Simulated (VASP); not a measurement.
Si:

```
Si
1.0
     2.76918    0.00000    0.00000
    -1.38459    2.39818    0.00000
     0.00000    0.00000    9.04413
Si
4
Direct
  0.00000 0.00000 0.00000
  0.00000 0.00000 0.50000
  0.33333 0.66667 0.25000
  0.66667 0.33333 0.75000
```

```yaml
Program: VASP 6.6.1
Task: relaxation of cell and atoms
Functional: PBE
Potentials_or_basis: VASP PAW PBE potentials, release 64 (Si)
Cutoff: 600 eV
k_mesh: 13 × 13 × 4
Occupations: fermi-dirac, width 0.1 eV
Spin: no spin polarisation
```

At the start: pressure -3.1 GPa; volume 15.02 Å³/atom.

Task: Where does the relaxation end?

Result: Over 6 steps the energy falls by 6.7 meV/atom and the volume is 14.42 Å³/atom (-4.0 %); space group P6_3/mmc (No. 194, to 0.05 Å).

The path:
```
step  energy change (eV)  largest force (eV/Å)  pressure (GPa)  volume (Å³)
   1              0.0000                0.0000           -3.11        60.06
   2             -0.0253                0.0000            0.25        57.56
   3             -0.0253                0.0000            0.11        57.65
   4             -0.0264                0.0000            0.10        57.66
   5             -0.0268                0.0000            0.09        57.67
   6             -0.0268                0.0000            0.09        57.68
```

Final structure:
```
CELL_PARAMETERS angstrom
2.71757 0.00000 0.00000
-1.35879 2.35349 0.00000
0.00000 0.00000 9.01772
ATOMIC_POSITIONS crystal
Si 0.00000 0.00000 0.00000
Si 0.00000 0.00000 0.50000
Si 0.33333 0.66667 0.25000
Si 0.66667 0.33333 0.75000
```
